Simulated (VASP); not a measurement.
TlZn3As3: single point with PBE

Crystal: TlZn3As3.

```
CELL_PARAMETERS angstrom
5.38073 0.00000 0.00000
0.00000 5.38073 0.00000
0.00000 0.00000 5.38073
ATOMIC_POSITIONS crystal
Zn 0.00000 0.50000 0.00000
Zn 0.50000 0.00000 0.00000
Zn 0.00000 0.00000 0.50000
Tl 0.50000 0.50000 0.50000
As 0.00000 0.50000 0.50000
As 0.50000 0.50000 0.00000
As 0.50000 0.00000 0.50000
```

```yaml
Program: VASP 6.6.1
Task: single point
Functional: PBE
Potentials_or_basis: VASP PAW PBE potentials, release 64 (Zn, Tl_d, As)
Cutoff: 520 eV
k_mesh: 4 × 4 × 4
Occupations: gaussian, width 0.1 eV
Spin: no spin polarisation
```

```yaml
Pressure: 3.6 GPa
Band_gap_on_the_k_mesh: zero (band 32 reaches 4.77 eV, above the bottom of band 33 at 2.51 eV)
```

Levels at points of the mesh, in eV from the Fermi level:
```csv
k point,band 27,band 28,band 29,band 30,band 31,band 32,band 33,band 34,band 35,band 36
"(0.00, 0.00, 0.00)",-3.87,-1.61,-1.61,-1.61,-0.63,-0.63,-0.63,-0.46,-0.46,-0.36
"(0.50, 0.00, 0.00)",-3.61,-3.26,-2.30,-2.30,-0.79,-0.79,-0.52,1.98,2.20,3.85
"(0.50, 0.50, 0.00)",-3.25,-2.82,-2.04,-2.04,0.96,1.17,1.55,2.46,2.75,2.75
"(0.50, 0.50, 0.50)",-4.79,-0.70,1.15,1.15,1.15,1.47,1.47,3.65,3.65,3.65
```

Run time: 41 s on 1 thread of Intel(R) Xeon(R) Platinum 8488C (Sapphire Rapids), with other jobs on the host, peak memory 0.26 GiB.

Caveat: spin-orbit coupling is left out, which moves the levels of the heavy elements.
